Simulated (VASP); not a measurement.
# BaTiO3 (R3m) in VASP: single point with PBEsol

Aim: the single point of BaTiO3 with PBEsol.

Everything below comes from runs of VASP 6.6.1. Logs are shortened: lines on timing, memory, paths and dates and some standing lists are left out, and cuts for length are marked.

### 1 The cell of the first run

It takes space group R3m (No. 160, trigonal). The conventional cell has a = 5.634 Å, b = 5.634 Å, c = 6.925 Å, α = 90.00°, β = 90.00°, γ = 120.00°. Ba (site symmetry 3m) has 12 O at 2.76 to 2.89 Å and 8 Ti at 3.39 to 3.54 Å within 3.6 Å. Ti (site symmetry 3m) has 6 O at 1.88 to 2.12 Å within 2.5 Å. Within 2.5 Å of O (site symmetry m) lie 2 Ti at 1.88 to 2.12 Å.

### 2 Single point, PBEsol

INCAR reads:

```
SYSTEM = BaTiO3
  ALGO = Normal
  EDIFF = 1E-6
  ENCUT = 1340
  GGA = PS
  GGA_COMPAT = .FALSE.
  ISIF = 2
  ISMEAR = 0
  LASPH = .TRUE.
  LCHARG = .FALSE.
  LREAL = .FALSE.
  LWAVE = .FALSE.
  NBANDS = 28
  NELM = 120
  PREC = Accurate
  SIGMA = 0.01
```

KPOINTS reads:

```
k-points
0
G
  6 6 6
  0 0 0
```

POSCAR reads:

```
BaTiO3
1.0
    2.8171712673      1.6264945895      2.3083310485
   -2.8171712673      1.6264945895      2.3083310485
    0.0000000000     -3.2529891790      2.3083310485
Ba Ti O
1 1 3
Direct
   -0.0023505022     -0.0023505022     -0.0023505022
    0.4865866650      0.4865866650      0.4865866650
    0.5095573161      0.5095573161      0.0158492077
    0.0158492077      0.5095573161      0.5095573161
    0.5095573161      0.0158492077      0.5095573161
```

Potentials or basis: VASP PAW PBE potentials, release 64 (Ba_sv, Ti_sv, O_h).

The run is started by

```console
cat potpaw_PBE.64/Ba_sv/POTCAR potpaw_PBE.64/Ti_sv/POTCAR potpaw_PBE.64/O_h/POTCAR > POTCAR
mpirun -np 1 vasp_std > vasp.out
```

OUTCAR:

```text
SYSTEM = BaTiO3
   EDIFF = 1E-6
   ENCUT = 1340
   GGA = PS
   ISIF = 2
   ISMEAR = 0
   LASPH = .TRUE.
   LREAL = .FALSE.
   NELM = 120
   PREC = Accurate

 ion  position               nearest neighbor table
   1  0.998  0.998  0.998-   3 2.76   4 2.76   5 2.76   4 2.82   5 2.82   5 2.82   4 2.82   3 2.82
                             3 2.82   3 2.89   4 2.89   5 2.89   2 3.39   2 3.43   2 3.43   2 3.43
   2  0.487  0.487  0.487-   3 1.88   4 1.88   5 1.88   3 2.12   4 2.12   5 2.12   1 3.39   1 3.43
                             1 3.43   1 3.43   1 3.48   1 3.48   1 3.48   1 3.54
   3  0.510  0.510  0.016-   2 1.88   2 2.12   1 2.76   1 2.82   1 2.82   1 2.89
   4  0.016  0.510  0.510-   2 1.88   2 2.12   1 2.76   1 2.82   1 2.82   1 2.89
   5  0.510  0.016  0.510-   2 1.88   2 2.12   1 2.76   1 2.82   1 2.82   1 2.89

  LATTYP: Found a trigonal (rhomboedric) cell.
 ALAT       =     3.9887756052
 COS(alpha) =     0.0023521151

  Lattice vectors:

 A1 = (   2.8171712673,   1.6264945895,   2.3083310485)
 A2 = (  -2.8171712673,   1.6264945895,   2.3083310485)
 A3 = (   0.0000000000,  -3.2529891790,   2.3083310485)

Analysis of symmetry for initial positions (statically):
=====================================================================
 Subroutine PRICEL returns:
 Original cell was already a primitive cell.

 Routine SETGRP: Setting up the symmetry group for a
 trigonal (rhombohedral) supercell.

 Subroutine GETGRP returns: Found  6 space group operations
 (whereof  6 operations were pure point group operations)
 out of a pool of 12 trial point group operations.

The static configuration has the point symmetry C_3v.

Analysis of symmetry for dynamics (positions and initial velocities):
=====================================================================
 Subroutine PRICEL returns:
 Original cell was already a primitive cell.

 Routine SETGRP: Setting up the symmetry group for a
 trigonal (rhombohedral) supercell.

 Subroutine GETGRP returns: Found  6 space group operations
 (whereof  6 operations were pure point group operations)
 out of a pool of 12 trial point group operations.

The dynamic configuration has the point symmetry C_3v.

 Subroutine INISYM returns: Found  6 space group operations
 (whereof  6 operations are pure point group operations),
 and found     1 'primitive' translations

----------------------------------------------------------------------------------------

                                     Primitive cell

  volume of cell :      63.4622

  direct lattice vectors                    reciprocal lattice vectors
     2.817171267  1.626494590  2.308331048     0.177482997  0.102469856  0.144404475
    -2.817171267  1.626494590  2.308331048    -0.177482997  0.102469856  0.144404475
     0.000000000 -3.252989179  2.308331048     0.000000000 -0.204939712  0.144404475

  length of vectors
     3.988775605  3.988775605  3.988775605     0.250704883  0.250704883  0.250704883

  position of ions in fractional coordinates (direct lattice)
     0.997649498  0.997649498  0.997649498
     0.486586665  0.486586665  0.486586665
     0.509557316  0.509557316  0.015849208
     0.015849208  0.509557316  0.509557316
     0.509557316  0.015849208  0.509557316

  ion indices of the primitive-cell ions
   primitive index   ion index
                 1           1
                 2           2
                 3           3
                 4           4
                 5           5

----------------------------------------------------------------------------------------

 KPOINTS: k-points

Automatic generation of k-mesh.
 Grid dimensions read from file:
 generate k-points for:    6    6    6

 Generating k-lattice:

  Cartesian coordinates                     Fractional coordinates (reciprocal lattice)
     0.029580500  0.017078309  0.024067413     0.166666667  0.000000000  0.000000000
    -0.029580500  0.017078309  0.024067413     0.000000000  0.166666667  0.000000000
     0.000000000 -0.034156619  0.024067413     0.000000000  0.000000000  0.166666667

  Length of vectors
     0.041784147  0.041784147  0.041784147

  Shift w.r.t. Gamma in fractional coordinates (k-lattice)
     0.000000000  0.000000000  0.000000000

 Subroutine IBZKPT returns following result:
 ===========================================

 Found     32 irreducible k-points:

 Following reciprocal coordinates:
            Coordinates               Weight
  0.000000  0.000000  0.000000      1.000000
  0.166667  0.000000  0.000000      6.000000
  0.333333  0.000000  0.000000      6.000000
  0.500000  0.000000  0.000000      3.000000
  0.166667  0.166667  0.000000      6.000000
  0.333333  0.166667  0.000000     12.000000
[... 16 lines left out ...]
  0.500000  0.500000  0.166667      6.000000
 -0.333333  0.500000  0.166667     12.000000
 [... further k-points ...]
   k-points           NKPTS =     32   k-points in BZ     NKDIM =     32   number of bands    NBANDS=     28
   number of dos      NEDOS =    301   number of ions     NIONS =      5
   total plane-waves  NPLWV = 110592
   dimension x,y,z NGX =    48 NGY =   48 NGZ =   48
   dimension x,y,z NGXF=    96 NGYF=   96 NGZF=   96
   ions per type =               1   1   3
   NGX,Y,Z   is equivalent  to a cutoff of  20.01, 20.01, 20.01 a.u.
   NGXF,Y,Z  is equivalent  to a cutoff of  40.01, 40.01, 40.01 a.u.
 SYSTEM =  BaTiO3
   PREC   = accura    normal or accurate (medium, high low for compatibility)
   ISTART =      0    job   : 0-new  1-cont  2-samecut
   ICHARG =      2    charge: 1-file 2-atom 10-const
   ISPIN  =      1    spin polarized calculation?
   LNONCOLLINEAR =      F non collinear calculations
   LSORBIT =      F    spin-orbit coupling
   LASPH  =      T    aspherical Exc in radial PAW
   ENCUT  = 1340.0 eV  98.49 Ry    9.92 a.u.  11.91 11.91 11.91*2*pi/ulx,y,z
   NELM   =    120;   NELMIN=  2; NELMDL= -5     # of ELM steps
   EDIFF  = 0.1E-05   stopping-criterion for ELM
   LREAL  =      F    real-space projection
   EDIFFG = 0.1E-04   stopping-criterion for IOM
   NSW    =      0    number of steps for IOM
   IBRION =     -1    ionic relax: 0-MD 1-quasi-New 2-CG
   NFREE  =      0    steps in history (QN), initial steepest desc. (CG)
   ISIF   =      2    stress and relaxation
   ISYM   =      2    0-nonsym 1-usesym 2-fastsym
   POTIM  = 0.5000    time-step for ionic-motion
   TEBEG  =    0.0;   TEEND  =   0.0 temperature during run
   PSTRESS=    0.0 pullay stress
   NELECT =      40.0000    total number of electrons
   NUPDOWN=      -1.0000    fix difference up-down
   EMIN   =  10.00;   EMAX   =-10.00  energy-range for DOS
   EFERMI =   0.00;   METHOD = LEGACY
   ISMEAR =     0;   SIGMA  =   0.01  broadening in eV -4-tet -1-fermi 0-gaus
   EFERMI_NEDOS =   21; number of points for ismear=-14 and -15
   IALGO  =     38    algorithm
   IMIX   =      4    mixing-type and parameters
     AMIX     =   0.40;   BMIX     =  1.00
     AMIX_MAG =   1.60;   BMIX_MAG =  1.00
  volume/ion in A,a.u.               =      12.69        85.65
  Fermi-wavevector in a.u.,A,eV,Ry     =   1.403642  2.652499 26.806355  1.970211
  Thomas-Fermi vector in A             =   2.526284
   LORBIT       =      0    0 simple, 1 ext, 2 COOP (PROOUT), +10 PAW based schemes
   GGA     = PS    functional components
   LHFCALC =     F    Hartree Fock is set to
   AEXX    =    0.0000 exact exchange contribution
   IVDW    =     0    specifies the selected vdW correction
   LEPSILON=     F    determine dielectric tensor
   LRPA    =     F    only Hartree local field effects (RPA)
 non-spin polarized calculation
 Gauss-broadening in eV      SIGMA  =   0.01
  energy-cutoff  :     1340.00
  volume of cell :       63.46
 maximum number of plane-waves:      7095
   NGX = 23   NGY = 23   NGZ = 23

 number of electron      40.0000001 magnetization

 Free energy of the ion-electron system (eV)
  ---------------------------------------------------
  ext. energy  EPLUGINS =         0.00000000
  ---------------------------------------------------
  free energy    TOTEN  =       -42.02933751 eV

  energy without entropy =      -42.02933751  energy(sigma->0) =      -42.02933751

 E-fermi :   4.1290     XC(G=0): -11.5624

 val. band max:        4.0818066294   @ k =   0.5000   0.5000   0.5000
 cond. band min:       6.3477151075   @ k =   0.0000   0.0000   0.0000
 fundamental gap:      2.2659084781
 Fermi energy:         4.1289831012

 k-point     1 :       0.0000    0.0000    0.0000
  band No.  band energies     occupation
      1     -51.9573      2.00000
      2     -28.3258      2.00000
      3     -28.3258      2.00000
      4     -28.3202      2.00000
      5     -20.6352      2.00000
      6     -12.6997      2.00000
[... 20 lines left out ...]
     27       9.0416      0.00000
     28      11.3773      0.00000

 k-point     2 :       0.1667    0.0000    0.0000
  band No.  band energies     occupation
      1     -51.9570      2.00000
      2     -28.3388      2.00000
      3     -28.3252      2.00000
      4     -28.3211      2.00000
      5     -20.6034      2.00000
      6     -12.7264      2.00000
[... 20 lines left out ...]
     27       9.5848      0.00000
     28      12.0425      0.00000

 k-point     3 :       0.3333    0.0000    0.0000
  band No.  band energies     occupation
      1     -51.9564      2.00000
      2     -28.3673      2.00000
      3     -28.3240      2.00000
      4     -28.3202      2.00000
      5     -20.5383      2.00000
      6     -12.8669      2.00000
[... 20 lines left out ...]
     27      10.8604      0.00000
     28      12.4153      0.00000

 k-point     4 :       0.5000    0.0000    0.0000
  band No.  band energies     occupation
      1     -51.9562      2.00000
      2     -28.3815      2.00000
      3     -28.3235      2.00000
      4     -28.3196      2.00000
      5     -20.5050      2.00000
      6     -12.9588      2.00000
[... 578 lines left out ...]
     27      11.5576      0.00000
     28      12.5845      0.00000

 k-point    23 :       0.5000    0.5000    0.1667
  band No.  band energies     occupation
      1     -51.9548      2.00000
      2     -28.3785      2.00000
      3     -28.3749      2.00000
      4     -28.3331      2.00000
      5     -20.4057      2.00000
      6     -12.2133      2.00000
[... 20 lines left out ...]
     27      12.6379      0.00000
     28      12.9830      0.00000

 k-point    24 :      -0.3333    0.5000    0.1667
  band No.  band energies     occupation
      1     -51.9551      2.00000
      2     -28.3779      2.00000
      3     -28.3628      2.00000
      4     -28.3336      2.00000
      5     -20.4258      2.00000
      6     -12.3999      2.00000
[... 20 lines left out ...]
     27      12.2678      0.00000
     28      12.7561      0.00000

 [... further k-points ...]

------------------------ aborting loop because EDIFF is reached ----------------------------------------

  FORCE on cell =-STRESS in cart. coord.  units (eV):
  Direction    XX          YY          ZZ          XY          YZ          ZX
  --------------------------------------------------------------------------------------
  -------------------------------------------------------------------------------------
  Total        0.6840423      0.6840423      0.6762162     -0.0000000      0.0000000      0.0000000
  in kB       17.2694437     17.2694437     17.0718628     -0.0000000      0.0000000      0.0000000
  external PRESSURE =      17.2035834 kB  Pullay stress =       0.0000000 kB

 VOLUME and BASIS-vectors are now :
 -----------------------------------------------------------------------------
  energy-cutoff  :     1340.00
  volume of cell :       63.46
      direct lattice vectors                 reciprocal lattice vectors
     2.817171267  1.626494590  2.308331048     0.177482997  0.102469856  0.144404475
    -2.817171267  1.626494590  2.308331048    -0.177482997  0.102469856  0.144404475
     0.000000000 -3.252989179  2.308331048     0.000000000 -0.204939712  0.144404475

 POSITION                                       TOTAL-FORCE (eV/Angst)
 -----------------------------------------------------------------------------------
      0.00000      0.00000      6.90872         0.000000      0.000000      0.040838
      0.00000      0.00000      3.36961         0.000000     -0.000000      0.024323
      0.00000      1.60603      2.38904         0.000000      0.006852     -0.021720
     -1.39086     -0.80301      2.38904        -0.005934     -0.003426     -0.021720
      1.39086     -0.80301      2.38904         0.005934     -0.003426     -0.021720
 -----------------------------------------------------------------------------------
    total drift:                                0.000000     -0.000000     -0.000187

  FREE ENERGIE OF THE ION-ELECTRON SYSTEM (eV)
  ---------------------------------------------------
  free  energy   TOTEN  =       -42.0293375128 eV

  energy  without entropy=      -42.0293375128  energy(sigma->0) =      -42.02933751
```

Run time: 3.7 min. Hardware: 1 thread of Intel Xeon Platinum 8559C (Emerald Rapids), shared host; peak memory 0.48 GiB.

Results:

```
Free energy            : -42.0293 eV
Pressure               : 1.7 GPa
Largest force          : 0.041 eV/Å
Band gap on the k mesh : 2.27 eV (least direct gap 2.62 eV)
```

Forces in eV/Å, atoms in the order of the input:
```
Ba   0.000  0.000  0.041
Ti   0.000  0.000  0.024
O    0.000  0.007 -0.022
O   -0.006 -0.003 -0.022
O    0.006 -0.003 -0.022
```

Caveat: the PAW data sets were made with another functional, which shifts forces and pressure a little; spin-orbit coupling is left out, which moves the levels of the heavy elements. A hybrid or GW would open this gap; PBEsol tends to underestimate it.
